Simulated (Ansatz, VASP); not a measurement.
One calculation of RbTaAs2, two programs

INCAR

```
ALGO = Normal
EDIFF = 1E-7
EDIFFG = -0.04
ENCUT = 600
GGA = PE
IBRION = 2
ISIF = 3
ISMEAR = 0
LASPH = T
LCHARG = F
LREAL = F
LWAVE = F
NELM = 60
NSW = 90
PREC = Accurate
SIGMA = 0.1
```

KPOINTS

```
k-points
0
Gamma
  6 6 4
```

The input POSCAR:

```
RbTaAs2
1.0
    4.7996427300      0.0000000000      0.0000000000
   -2.3998213700      4.1566125400      0.0000000000
    0.0000000000      0.0000000000      6.3516876000
Rb Ta As
1 1 2
Direct
    0.0000000000      0.0000000000      0.0000000000
    0.0000000000      0.0000000000      0.5000000000
    0.3333333300      0.6666666700      0.0000000000
    0.6666666700      0.3333333300      0.0000000000
```

Input for Ansatz:

```yaml
crystal:
  lattice:
    - [4.79964273, 0.0, 0.0]
    - [-2.39982137, 4.15661254, 0.0]
    - [0.0, 0.0, 6.3516876]
  atoms:
    - { symbol: Rb, position: [0.0, 0.0, 0.0] }
    - { symbol: Ta, position: [0.0, 0.0, 0.5] }
    - { symbol: As, position: [0.33333333, 0.66666667, 0.0] }
    - { symbol: As, position: [0.66666667, 0.33333333, 0.0] }
basis:
  ecutwfc: 420
kpoints:
  mp_grid: { grid: [6, 6, 4] }
hamiltonian:
  xc: pbe
scf:
  occupations: { method: gaussian, width: 0.1 }
  lower_state_search: "off"
output:
  forces: true
  stress: true
  eigenvalues: true
relax:
  adjacent_minimum: "off"
  f_tol: 0.04
  max_steps: 70
  cell: { stress_tol: 0.4 }
```

Alike in both runs: task relaxation of cell and atoms; functional PBE; k mesh 6 × 6 × 4; occupations gaussian, width 0.1 eV; no spin polarisation.

|  | VASP | Ansatz |
| --- | --- | --- |
| version | VASP 6.6.1 | Ansatz 0.2.0 |
| potentials or method | VASP PAW PBE potentials, release 64 (Rb_sv, Ta_pv, As), cutoff 600 eV | scalar-relativistic, plane waves, PAW |
| valence electrons in the cell | 30 | 52 |

VASP gave:

* gap on the k mesh at the Fermi level, each at its own relaxed structure (eV): none
* relaxed volume (Å³/atom): 35.60
* relaxed cell length with the largest relative difference (Å): 5.931

Task: Estimate Ansatz's values.

Result: gap on the k mesh at the Fermi level, each at its own relaxed structure (eV): none; relaxed volume (Å³/atom): 35.71; relaxed cell length with the largest relative difference (Å): 5.950.

A gap of «none» marks a metal or a gap that the smearing closes. VASP's potentials hold 30 valence electrons a cell and Ansatz's 52, so a difference there can come from the potentials and not from the codes.

Spin-orbit coupling is off throughout.
